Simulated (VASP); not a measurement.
# Hf2B (I4/mmm) in VASP: a series of runs

The runs below take Hf2B through single point, with PBE.

All numbers are computed with VASP 6.6.1; they aren't measurements. Logs are shortened: lines on timing, memory, paths and dates and some standing lists are left out, and cuts for length are marked.

### Step 1. The cell of the first run

Symmetry: I4/mmm, No. 139, tetragonal system. Conventional cell: a = 3.298 Å, b = 3.298 Å, c = 8.090 Å, α = 90.00°, β = 90.00°, γ = 90.00°. Within 3.5 Å of Hf (site symmetry 4mm) lie 9 Hf at 2.67 to 3.30 Å and 5 B at 2.69 to 2.71 Å. Within 3.5 Å of B (site symmetry 4/mmm) lie 10 Hf at 2.69 to 2.71 Å and 4 B at 3.30 Å.

### Step 2. Single point, PBE

INCAR

```
PREC = Accurate
ENCUT = 520
EDIFF = 1E-6
ISMEAR = 0
SIGMA = 0.1
LREAL = F
LASPH = T
NELM = 100
ALGO = Normal
ISIF = 2
LWAVE = F
LCHARG = F
GGA = PE
NBANDS = 18
```

KPOINTS

```
Automatic mesh
0
Gamma
  8 8 8
```

POSCAR

```
Hf2B
1.0
   -1.6488316424      1.6488316424      4.0447901227
    1.6488316424     -1.6488316424      4.0447901227
    1.6488316424      1.6488316424     -4.0447901227
Hf B
2 1
Direct
    0.6650000000      0.6650000000      0.0000000000
    0.3350000000      0.3350000000      0.0000000000
    0.0000000000      0.0000000000      0.0000000000
```

Potentials or basis: VASP PAW PBE potentials, release 64 (Hf_pv, B).

The run is started by

```sh
$ cat potpaw_PBE.64/Hf_pv/POTCAR potpaw_PBE.64/B/POTCAR > POTCAR
$ mpirun -np 1 vasp_std > vasp.out
```

OUTCAR:

```text
PREC = Accurate
   ENCUT = 520
   EDIFF = 1E-6
   ISMEAR = 0
   LREAL = F
   LASPH = T
   NELM = 100
   ISIF = 2
   GGA = PE

 ion  position               nearest neighbor table
   1  0.665  0.665  0.000-   2 2.67   3 2.69   3 2.69   3 2.69   3 2.69   2 2.71   2 2.71   2 2.71
                             2 2.71   3 2.71
   2  0.335  0.335  0.000-   1 2.67   3 2.69   3 2.69   3 2.69   3 2.69   1 2.71   1 2.71   1 2.71
                             1 2.71   3 2.71
   3  0.000  0.000  0.000-   1 2.69   1 2.69   1 2.69   2 2.69   1 2.69   2 2.69   2 2.69   2 2.69
                             1 2.71   2 2.71

  LATTYP: Found a body centered tetragonal cell.
 ALAT       =     3.2976632848
 C/A-ratio  =     2.4531250000

  Lattice vectors:

 A1 = (  -1.6488316424,   1.6488316424,   4.0447901227)
 A2 = (   1.6488316424,  -1.6488316424,   4.0447901227)
 A3 = (   1.6488316424,   1.6488316424,  -4.0447901227)

Analysis of symmetry for initial positions (statically):
=====================================================================
 Subroutine PRICEL returns:
 Original cell was already a primitive cell.

 Routine SETGRP: Setting up the symmetry group for a
 body centered tetragonal supercell.

 Subroutine GETGRP returns: Found 16 space group operations
 (whereof 16 operations were pure point group operations)
 out of a pool of 16 trial point group operations.

The static configuration has the point symmetry D_4h.

Analysis of symmetry for dynamics (positions and initial velocities):
=====================================================================
 Subroutine PRICEL returns:
 Original cell was already a primitive cell.

 Routine SETGRP: Setting up the symmetry group for a
 body centered tetragonal supercell.

 Subroutine GETGRP returns: Found 16 space group operations
 (whereof 16 operations were pure point group operations)
 out of a pool of 16 trial point group operations.

The dynamic configuration has the point symmetry D_4h.

 Subroutine INISYM returns: Found 16 space group operations
 (whereof 16 operations are pure point group operations),
 and found     1 'primitive' translations

----------------------------------------------------------------------------------------

                                     Primitive cell

  volume of cell :      43.9854

  direct lattice vectors                    reciprocal lattice vectors
    -1.648831642  1.648831642  4.044790123     0.000000000  0.303245029  0.123615808
     1.648831642 -1.648831642  4.044790123     0.303245029  0.000000000  0.123615808
     1.648831642  1.648831642 -4.044790123     0.303245029  0.303245029  0.000000000

  length of vectors
     4.668791997  4.668791997  4.668791997     0.327472771  0.327472771  0.428853233

  position of ions in fractional coordinates (direct lattice)
     0.665000000  0.665000000  0.000000000
     0.335000000  0.335000000  0.000000000
     0.000000000  0.000000000  0.000000000

  ion indices of the primitive-cell ions
   primitive index   ion index
                 1           1
                 2           2
                 3           3

----------------------------------------------------------------------------------------

 KPOINTS: Automatic mesh

Automatic generation of k-mesh.
 Grid dimensions read from file:
 generate k-points for:    8    8    8

 Generating k-lattice:

  Cartesian coordinates                     Fractional coordinates (reciprocal lattice)
     0.000000000  0.037905629  0.015451976     0.125000000 -0.000000000  0.000000000
     0.037905629  0.000000000  0.015451976    -0.000000000  0.125000000  0.000000000
     0.037905629  0.037905629  0.000000000     0.000000000  0.000000000  0.125000000

  Length of vectors
     0.040934096  0.040934096  0.053606654

  Shift w.r.t. Gamma in fractional coordinates (k-lattice)
     0.000000000  0.000000000  0.000000000

 Subroutine IBZKPT returns following result:
 ===========================================

 Found     59 irreducible k-points:

 Following reciprocal coordinates:
            Coordinates               Weight
  0.000000  0.000000  0.000000      1.000000
  0.125000  0.000000 -0.000000      8.000000
  0.250000  0.000000 -0.000000      8.000000
  0.375000  0.000000  0.000000      8.000000
  0.500000  0.000000 -0.000000      4.000000
  0.125000  0.125000 -0.000000      8.000000
[... 16 lines left out ...]
  0.250000  0.125000  0.125000     16.000000
  0.375000  0.125000  0.125000      8.000000
 [... further k-points ...]
   k-points           NKPTS =     59   k-points in BZ     NKDIM =     59   number of bands    NBANDS=     18
   number of dos      NEDOS =    301   number of ions     NIONS =      3
   total plane-waves  NPLWV =  46656
   dimension x,y,z NGX =    36 NGY =   36 NGZ =   36
   dimension x,y,z NGXF=    72 NGYF=   72 NGZF=   72
   ions per type =               2   1
   NGX,Y,Z   is equivalent  to a cutoff of  12.82, 12.82, 12.82 a.u.
   NGXF,Y,Z  is equivalent  to a cutoff of  25.64, 25.64, 25.64 a.u.
 SYSTEM =  unknown system
   PREC   = accura    normal or accurate (medium, high low for compatibility)
   ISTART =      0    job   : 0-new  1-cont  2-samecut
   ICHARG =      2    charge: 1-file 2-atom 10-const
   ISPIN  =      1    spin polarized calculation?
   LNONCOLLINEAR =      F non collinear calculations
   LSORBIT =      F    spin-orbit coupling
   LASPH  =      T    aspherical Exc in radial PAW
   ENCUT  =  520.0 eV  38.22 Ry    6.18 a.u.   8.68  8.68  8.68*2*pi/ulx,y,z
   NELM   =    100;   NELMIN=  2; NELMDL= -5     # of ELM steps
   EDIFF  = 0.1E-05   stopping-criterion for ELM
   LREAL  =      F    real-space projection
   EDIFFG = 0.1E-04   stopping-criterion for IOM
   NSW    =      0    number of steps for IOM
   IBRION =     -1    ionic relax: 0-MD 1-quasi-New 2-CG
   NFREE  =      0    steps in history (QN), initial steepest desc. (CG)
   ISIF   =      2    stress and relaxation
   ISYM   =      2    0-nonsym 1-usesym 2-fastsym
   POTIM  = 0.5000    time-step for ionic-motion
   TEBEG  =    0.0;   TEEND  =   0.0 temperature during run
   PSTRESS=    0.0 pullay stress
   NELECT =      23.0000    total number of electrons
   NUPDOWN=      -1.0000    fix difference up-down
   EMIN   =  10.00;   EMAX   =-10.00  energy-range for DOS
   EFERMI =   0.00;   METHOD = LEGACY
   ISMEAR =     0;   SIGMA  =   0.10  broadening in eV -4-tet -1-fermi 0-gaus
   EFERMI_NEDOS =   21; number of points for ismear=-14 and -15
   IALGO  =     38    algorithm
   IMIX   =      4    mixing-type and parameters
     AMIX     =   0.40;   BMIX     =  1.00
     AMIX_MAG =   1.60;   BMIX_MAG =  1.00
  volume/ion in A,a.u.               =      14.66        98.94
  Fermi-wavevector in a.u.,A,eV,Ry     =   1.318908  2.492375 23.667591  1.739519
  Thomas-Fermi vector in A             =   2.448844
   LORBIT       =      0    0 simple, 1 ext, 2 COOP (PROOUT), +10 PAW based schemes
   GGA     = PE    functional components
   LHFCALC =     F    Hartree Fock is set to
   AEXX    =    0.0000 exact exchange contribution
   IVDW    =     0    specifies the selected vdW correction
   LEPSILON=     F    determine dielectric tensor
   LRPA    =     F    only Hartree local field effects (RPA)
 non-spin polarized calculation
 Gauss-broadening in eV      SIGMA  =   0.10
  energy-cutoff  :      520.00
  volume of cell :       43.99
 maximum number of plane-waves:      1216
   NGX = 17   NGY = 17   NGZ = 17

 number of electron      23.0000000 magnetization

 Free energy of the ion-electron system (eV)
  ---------------------------------------------------
  ext. energy  EPLUGINS =         0.00000000
  ---------------------------------------------------
  free energy    TOTEN  =       -25.40941963 eV

  energy without entropy =      -25.40114450  energy(sigma->0) =      -25.40528206

 E-fermi :   5.9543     XC(G=0): -12.1919

 val. band max:        5.9358036742   @ k =   0.2500   0.2500   0.1250
 cond. band min:       5.9737561889   @ k =  -0.3750   0.5000   0.3750
 fundamental gap:      0.0379525147
 Fermi energy:         5.9543257617

 k-point     1 :       0.0000    0.0000    0.0000
  band No.  band energies     occupation
      1     -24.8865      2.00000
      2     -24.2228      2.00000
      3     -24.2228      2.00000
      4     -23.3848      2.00000
      5     -23.3395      2.00000
      6     -23.3395      2.00000
[... 10 lines left out ...]
     17       9.7799      0.00000
     18      13.6821      0.00000

 k-point     2 :       0.1250    0.0000   -0.0000
  band No.  band energies     occupation
      1     -24.8815      2.00000
      2     -24.2914      2.00000
      3     -24.1873      2.00000
      4     -23.4041      2.00000
      5     -23.3688      2.00000
      6     -23.3425      2.00000
[... 10 lines left out ...]
     17      10.1819      0.00000
     18      13.2810      0.00000

 k-point     3 :       0.2500    0.0000   -0.0000
  band No.  band energies     occupation
      1     -24.8854      2.00000
      2     -24.4235      2.00000
      3     -24.0872      2.00000
      4     -23.5306      2.00000
      5     -23.4541      2.00000
      6     -23.2818      2.00000
[... 10 lines left out ...]
     17      10.8250      0.00000
     18      12.2072      0.00000

 k-point     4 :       0.3750    0.0000    0.0000
  band No.  band energies     occupation
      1     -24.9169      2.00000
      2     -24.5215      2.00000
      3     -23.9414      2.00000
      4     -23.6326      2.00000
      5     -23.5853      2.00000
      6     -23.2448      2.00000
[... 375 lines left out ...]
      4     -23.8195      2.00000
      5     -23.3594      2.00000
      6     -23.2131      2.00000
[... 10 lines left out ...]
     17      11.1971      0.00000
     18      12.8019      0.00000

 k-point    23 :       0.2500    0.1250    0.1250
  band No.  band energies     occupation
      1     -24.8571      2.00000
      2     -24.5952      2.00000
      3     -24.2437      2.00000
      4     -23.7913      2.00000
      5     -23.3781      2.00000
      6     -23.2273      2.00000
[... 10 lines left out ...]
     17      11.7352      0.00000
     18      12.4949      0.00000

 k-point    24 :       0.3750    0.1250    0.1250
  band No.  band energies     occupation
      1     -24.8529      2.00000
      2     -24.6410      2.00000
      3     -24.2880      2.00000
      4     -23.7358      2.00000
      5     -23.4046      2.00000
      6     -23.2413      2.00000
[... 10 lines left out ...]
     17      11.7402      0.00000
     18      12.3160      0.00000

 [... further k-points ...]

------------------------ aborting loop because EDIFF is reached ----------------------------------------

  FORCE on cell =-STRESS in cart. coord.  units (eV):
  Direction    XX          YY          ZZ          XY          YZ          ZX
  --------------------------------------------------------------------------------------
  -------------------------------------------------------------------------------------
  Total        4.5646532      4.5646532      3.3676859      0.0000000      0.0000000      0.0000000
  in kB      166.2684155    166.2684155    122.6686402      0.0000000      0.0000000      0.0000000
  external PRESSURE =     151.7351571 kB  Pullay stress =       0.0000000 kB

 VOLUME and BASIS-vectors are now :
 -----------------------------------------------------------------------------
  energy-cutoff  :      520.00
  volume of cell :       43.99
      direct lattice vectors                 reciprocal lattice vectors
    -1.648831642  1.648831642  4.044790123     0.000000000  0.303245029  0.123615808
     1.648831642 -1.648831642  4.044790123     0.303245029  0.000000000  0.123615808
     1.648831642  1.648831642 -4.044790123     0.303245029  0.303245029  0.000000000

 POSITION                                       TOTAL-FORCE (eV/Angst)
 -----------------------------------------------------------------------------------
      0.00000      0.00000      5.37957         0.000000      0.000000     -3.420898
      0.00000      0.00000      2.71001        -0.000000     -0.000000      3.420898
      0.00000      0.00000      0.00000         0.000000      0.000000     -0.000000
 -----------------------------------------------------------------------------------
    total drift:                               -0.000000     -0.000000      0.000000

  FREE ENERGIE OF THE ION-ELECTRON SYSTEM (eV)
  ---------------------------------------------------
  free  energy   TOTEN  =       -25.4094196258 eV

  energy  without entropy=      -25.4011445008  energy(sigma->0) =      -25.40528206
```

It took 92 s on 1 thread of Intel Xeon Platinum 8259CL at 2.50GHz (Skylake/Cascade Lake), shared host; peak memory 0.22 GiB.

Results:

```yaml
Free_energy: -25.4094 eV
Pressure: 15.2 GPa
Largest_force: 3.421 eV/Å
Band_gap_on_the_k_mesh: zero (an odd number of electrons rules out a gap without spin polarisation)
```

Forces on the atoms (eV/Å):
```
Hf   0.000  0.000 -3.421
Hf   0.000  0.000  3.421
B    0.000  0.000  0.000
```

Caveat: the cell stands under pressure; spin-orbit coupling is left out, which moves the levels of the heavy elements; forces of over 1 eV/Å act on the atoms, so gaps and moduli don't describe the material at rest.

### Step 3. Single point, PBE

This run uses another cell than the first one, of 16.36 Å³/atom.

INCAR

```
SYSTEM = Hf2B
PREC = Accurate
ENCUT = 520
EDIFF = 1E-6
ISMEAR = 0
SIGMA = 0.1
LREAL = .FALSE.
LASPH = .TRUE.
NELM = 100
ALGO = Normal
ISIF = 2
LWAVE = .FALSE.
LCHARG = .TRUE.
GGA = PE
LELF = .TRUE.
LVHAR = .TRUE.
NBANDS = 18
```

KPOINTS

```
regular mesh
0
G
  8 8 8
  0 0 0
```

POSCAR

```
Hf2B
1.0
   -1.4595432415      1.4595432415      5.7585372583
    1.4595432415     -1.4595432415      5.7585372583
    1.4595432415      1.4595432415     -5.7585372583
Hf B
2 1
Direct
    0.6348242371      0.6348242371      0.0000000000
    0.3651757629      0.3651757629      0.0000000000
    0.0000000000      0.0000000000      0.0000000000
```

Potentials or basis: VASP PAW PBE potentials, release 64 (Hf_pv, B).

The run is started by

```sh
$ cat potpaw_PBE.64/Hf_pv/POTCAR potpaw_PBE.64/B/POTCAR > POTCAR
$ mpirun -np 1 vasp_std > vasp.out
```

Run time: 3.6 min. Hardware: 1 thread of Intel Xeon Platinum 8259CL at 2.50GHz (Skylake/Cascade Lake), shared host; peak memory 0.33 GiB.

It converged, with:

| Property | Result |
| --- | --- |
| Free energy | -26.4988 eV |
| Pressure | -0.4 GPa |
| Largest force | 0.022 eV/Å |
| Band gap on the k mesh | zero (an odd number of electrons rules out a gap without spin polarisation) |

Forces in eV/Å, atoms in the order of the input:
```
Hf   0.000  0.000 -0.022
Hf   0.000  0.000  0.022
B    0.000  0.000  0.000
```

Stress tensor (GPa, compression positive):
```
-0.33  0.00  0.00
 0.00 -0.33  0.00
 0.00  0.00 -0.43
```

Levels at points of the mesh, in eV from the Fermi level:
```csv
k point,band 10,band 11,band 12,band 13,band 14,band 15
"(0.00, 0.00, 0.00)",-1.30,-1.06,-0.16,1.33,1.33,3.64
"(0.50, 0.00, 0.00)",-1.40,-0.60,-0.08,-0.05,1.22,2.96
"(0.50, 0.50, 0.00)",-3.49,-0.37,0.11,1.57,2.73,3.25
"(0.50, 0.50, 0.50)",-1.72,-0.52,-0.27,0.94,0.94,5.04
```

Caveat: spin-orbit coupling is left out, which moves the levels of the heavy elements.

The gap in the log of VASP goes by the Fermi energy; the results here count the filled bands.